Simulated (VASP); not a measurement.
# Ba (Im-3m) in VASP: elastic constants with LDA

Aim: the elastic constants of Ba with LDA.

Program: VASP 6.6.1. These are calculated values, not measurements. Logs are shortened: lines on timing, memory, paths and dates and some standing lists are left out, and cuts for length are marked.

## (1) The cell of the first run

Symmetry: Im-3m, No. 229, cubic system. Conventional cell: a = 5.025 Å, b = 5.025 Å, c = 5.025 Å, α = 90.00°, β = 90.00°, γ = 90.00°. Within 5.7 Å of Ba (site symmetry m-3m) lie 14 Ba at 4.35 to 5.03 Å.

## (2) Elastic constants, LDA

File INCAR:

```
SYSTEM = Ba
PREC = Accurate ; ENCUT = 600
EDIFF = 1E-8 ; ISMEAR = -1
SIGMA = 0.15 ; LREAL = .FALSE.
LASPH = .TRUE. ; NELM = 80
ALGO = Normal ; ISIF = 3
LWAVE = .FALSE. ; LCHARG = .FALSE.
GGA = CA ; IBRION = 6
NFREE = 2 ; POTIM = 0.015
NSW = 1
```

File KPOINTS:

```
Automatic mesh
0
G
  12 12 12
  0 0 0
```

File POSCAR:

```
Ba
1.0
   -2.5125000000      2.5125000000      2.5125000000
    2.5125000000     -2.5125000000      2.5125000000
    2.5125000000      2.5125000000     -2.5125000000
Ba
1
Direct
    0.0000000000      0.0000000000      0.0000000000
```

Potentials or basis: VASP PAW LDA potentials, release 64 (Ba_sv).

The run is started by

```bash
$ cat potpaw_LDA.64/Ba_sv/POTCAR > POTCAR
$ mpirun -np 1 vasp_std > vasp.out
```

OUTCAR:

```text
SYSTEM = Ba
   PREC = Accurate
   ENCUT = 600
   EDIFF = 1E-8
   ISMEAR = -1
   LREAL = .FALSE.
   LASPH = .TRUE.
   NELM = 80
   ISIF = 3
   GGA = CA
   IBRION = 6
   NFREE = 2
   POTIM = 0.015
   NSW = 1

 ion  position               nearest neighbor table
   1  0.000  0.000  0.000-

  LATTYP: Found a body centered cubic cell.
 ALAT       =     5.0250000000

  Lattice vectors:

 A1 = (  -2.5125000000,   2.5125000000,   2.5125000000)
 A2 = (   2.5125000000,  -2.5125000000,   2.5125000000)
 A3 = (   2.5125000000,   2.5125000000,  -2.5125000000)

Analysis of symmetry for initial positions (statically):
=====================================================================
 Subroutine PRICEL returns:
 Original cell was already a primitive cell.

 Routine SETGRP: Setting up the symmetry group for a
 body centered cubic supercell.

 Subroutine GETGRP returns: Found 48 space group operations
 (whereof 48 operations were pure point group operations)
 out of a pool of 48 trial point group operations.

The static configuration has the point symmetry O_h .

Analysis of symmetry for dynamics (positions and initial velocities):
=====================================================================
 Subroutine PRICEL returns:
 Original cell was already a primitive cell.

 Routine SETGRP: Setting up the symmetry group for a
 body centered cubic supercell.

 Subroutine GETGRP returns: Found 48 space group operations
 (whereof 48 operations were pure point group operations)
 out of a pool of 48 trial point group operations.

The dynamic configuration has the point symmetry O_h .

 Subroutine INISYM returns: Found 48 space group operations
 (whereof 48 operations are pure point group operations),
 and found     1 'primitive' translations

[... 335 lines left out ...]
  band No.  band energies     occupation
      1     -27.4172      2.00000
      2     -12.3837      2.00000
      3     -12.3837      2.00000
      4     -12.3837      2.00000
      5      -1.3437      2.00000
      6       3.1532      0.00002
      7       3.1532      0.00002
      8       3.1532      0.00002
      9       4.5976      0.00000
[... 265 lines left out ...]
 k-point    24 :       0.4167    0.0833    0.0833
  band No.  band energies     occupation
      1     -27.3736      2.00000
      2     -12.8131      2.00000
      3     -12.5532      2.00000
      4     -12.4170      2.00000
      5       0.7722      1.97554
      6       1.9669      0.05461
      7       2.5292      0.00132
      8       4.6562      0.00000
      9       5.1418      0.00000

 [... further k-points ...]

------------------------ aborting loop because EDIFF is reached ----------------------------------------

  FORCE on cell =-STRESS in cart. coord.  units (eV):
  Direction    XX          YY          ZZ          XY          YZ          ZX
  --------------------------------------------------------------------------------------
  -------------------------------------------------------------------------------------
  Total       -0.4903366     -0.4903366     -0.4903366      0.0000000     -0.0000000      0.0000000
  in kB      -12.3830230    -12.3830230    -12.3830230      0.0000000     -0.0000000      0.0000000
  external PRESSURE =     -12.3830230 kB  Pullay stress =       0.0000000 kB
[... 16 lines left out ...]
  FREE ENERGIE OF THE ION-ELECTRON SYSTEM (eV)
  ---------------------------------------------------
  free  energy   TOTEN  =        -2.2589092188 eV

  energy  without entropy=       -2.1464147152  energy(sigma->0) =       -2.20266197

 INTERNAL STRAIN TENSORS FROM STRAINED CELLS
 ============================================

 INTERNAL STRAIN TENSOR FOR ION    1 for displacements in x,y,z  (eV/Angst):
          X           Y           Z          XY          YZ          ZX
  --------------------------------------------------------------------------------
  x     0.00000     0.00000    -0.00000    -0.00000     0.00000     0.00000
  y     0.00000     0.00000    -0.00000    -0.00000     0.00000     0.00000
  z    -0.00000     0.00000    -0.00000    -0.00000    -0.00000    -0.00000

 INTERNAL STRAIN TENSORS FROM DISPLACED ATOMS
 ============================================

 INTERNAL STRAIN TENSOR FOR ION    1 for displacements in x,y,z  (eV/Angst):
          X           Y           Z          XY          YZ          ZX
  --------------------------------------------------------------------------------
  x     0.00000     0.00000     0.00000     0.00000     0.00000     0.00000
  y     0.00000     0.00000     0.00000     0.00000     0.00000     0.00000
  z     0.00000     0.00000     0.00000     0.00000     0.00000     0.00000

 Eigenvectors and eigenvalues of the dynamical matrix
 ----------------------------------------------------

   1 f  =    0.000000 THz     0.000000 2PiTHz    0.000000 cm-1     0.000000 meV
             X         Y         Z           dx          dy          dz
      0.000000  0.000000  0.000000     0.393919   -0.919145    0.000000

   2 f  =    0.000000 THz     0.000000 2PiTHz    0.000000 cm-1     0.000000 meV
             X         Y         Z           dx          dy          dz
      0.000000  0.000000  0.000000    -0.919145   -0.393919    0.000000

   3 f  =    0.000000 THz     0.000000 2PiTHz    0.000000 cm-1     0.000000 meV
             X         Y         Z           dx          dy          dz
      0.000000  0.000000  0.000000     0.000000    0.000000    1.000000

--------------------------------------------------------------------------------------------------------

 ELASTIC MODULI CONTR FROM IONIC RELAXATION (kBar)
 Direction    XX          YY          ZZ          XY          YZ          ZX
 --------------------------------------------------------------------------------
 XX           0.0000      0.0000      0.0000      0.0000      0.0000      0.0000
 YY           0.0000      0.0000      0.0000      0.0000      0.0000      0.0000
 ZZ           0.0000      0.0000      0.0000      0.0000      0.0000      0.0000
 XY           0.0000      0.0000      0.0000      0.0000      0.0000      0.0000
 YZ           0.0000      0.0000      0.0000      0.0000      0.0000      0.0000
 ZX           0.0000      0.0000      0.0000      0.0000      0.0000      0.0000
 --------------------------------------------------------------------------------

 TOTAL ELASTIC MODULI (kBar)
 Direction    XX          YY          ZZ          XY          YZ          ZX
 --------------------------------------------------------------------------------
 XX          94.6998     66.0692     66.0692     -0.0000      0.0000     -0.0000
 YY          66.0692     94.6998     66.0692     -0.0000      0.0000      0.0000
 ZZ          66.0692     66.0692     94.6998      0.0000      0.0000      0.0000
 XY          -0.0000     -0.0000      0.0000     91.5170      0.0000      0.0000
 YZ           0.0000      0.0000      0.0000      0.0000     91.5170      0.0000
 ZX          -0.0000      0.0000      0.0000      0.0000      0.0000     91.5170
 --------------------------------------------------------------------------------
```

OSZICAR:

```text
N       E                     dE             d eps       ncg     rms          rms(c)
DAV:   1     0.627726826301E+02    0.62773E+02   -0.47449E+03  1296   0.104E+03
DAV:   2     0.425892768575E+00   -0.62347E+02   -0.61299E+02  1612   0.154E+02
DAV:   3    -0.218724250472E+01   -0.26131E+01   -0.26008E+01  1580   0.385E+01
[... 161 lines left out ...]
DAV:   3    -0.225890913022E+01    0.23718E-04   -0.63290E-04  1994   0.154E-01    0.615E-03
DAV:   4    -0.225890901433E+01    0.11590E-06   -0.13492E-05  1498   0.303E-02    0.129E-03
DAV:   5    -0.225890918734E+01   -0.17301E-06   -0.11163E-06  2090   0.506E-03    0.224E-04
DAV:   6    -0.225890921819E+01   -0.30848E-07   -0.12436E-08  1231   0.933E-04    0.843E-05
DAV:   7    -0.225890921881E+01   -0.62653E-09   -0.10400E-09   792   0.268E-04
  15 F= -.22589092E+01 E0= -.22026620E+01  d E =-.112495E+00
```

Run time: 9.4 min. Hardware: 1 thread of Intel Xeon 6975P-C (Granite Rapids), shared host; peak memory 0.67 GiB.

What came out:

| Item | Value |
| --- | --- |
| Elastic constants C11, C12, C44 | 9, 7, 9 GPa |
| Voigt bulk modulus | 8 GPa |

Elastic tensor in Voigt notation (GPa, in the Cartesian axes of the cell as first typed):
```
9 7 7 0 0 0
7 9 7 0 0 0
7 7 9 0 0 0
0 0 0 9 0 0
0 0 0 0 9 0
0 0 0 0 0 9
```

Clamped-ion elastic tensor (GPa):
```
9 7 7 0 0 0
7 9 7 0 0 0
7 7 9 0 0 0
0 0 0 9 0 0
0 0 0 0 9 0
0 0 0 0 0 9
```

Caveat: the cell is under stress, which shifts elastic constants; spin-orbit coupling is left out, which moves the levels of the heavy elements.
